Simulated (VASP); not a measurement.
A run of VASP 6.6.1 is set up as follows.

Contents of POSCAR:

```
KI
1.0
    0.2249856863      3.6072968856      3.6072968856
    3.6072968856      0.2249856863      3.6072968856
    3.6072968856      3.6072968856      0.2249856863
K I
1 1
Direct
    0.0000000000      0.0000000000      0.0000000000
    0.5000000000      0.5000000000      0.5000000000
```

The input INCAR.step1:

```
ALGO = Normal ; EDIFF = 1E-4
ENCUT = 520 ; GGA = PE
ISMEAR = 0 ; LASPH = T
LCHARG = F ; LREAL = F
LWAVE = T ; NBANDS = 15
NELM = 80 ; PREC = Accurate
SIGMA = 0.01
```

File INCAR.step2:

```
ALGO = Normal ; EDIFF = 1E-6
ENCUT = 520 ; ISIF = 2
ISMEAR = 0 ; ISTART = 1
LASPH = T ; LCHARG = F
LMIXTAU = T ; LREAL = F
LWAVE = F ; METAGGA = R2SCAN
NBANDS = 15 ; NELM = 80
PREC = Accurate ; SIGMA = 0.01
```

Contents of KPOINTS:

```
k-points
0
Gamma
  6 6 6
```

Potentials or basis: VASP PAW PBE potentials, release 64 (K_sv, I).

Run with:

```console
$ cat potpaw_PBE.64/K_sv/POTCAR potpaw_PBE.64/I/POTCAR > POTCAR
$ cp INCAR.step1 INCAR
$ mpirun -np 1 vasp_std > vasp.out
$ cp INCAR.step2 INCAR
$ mpirun -np 1 vasp_std > vasp.out
```

(1) What does it give for the band gap on the k mesh?

(2) Estimate the pressure.

Results:

(1) 4.53 eV, direct.

(2) 0.6 GPa.

Caveat: the cell differs from its parent crystal (epitaxial 111 strain -4.6%); the PAW data sets were made with another functional, which shifts forces and pressure a little; spin-orbit coupling is left out, which moves the levels of the heavy elements.
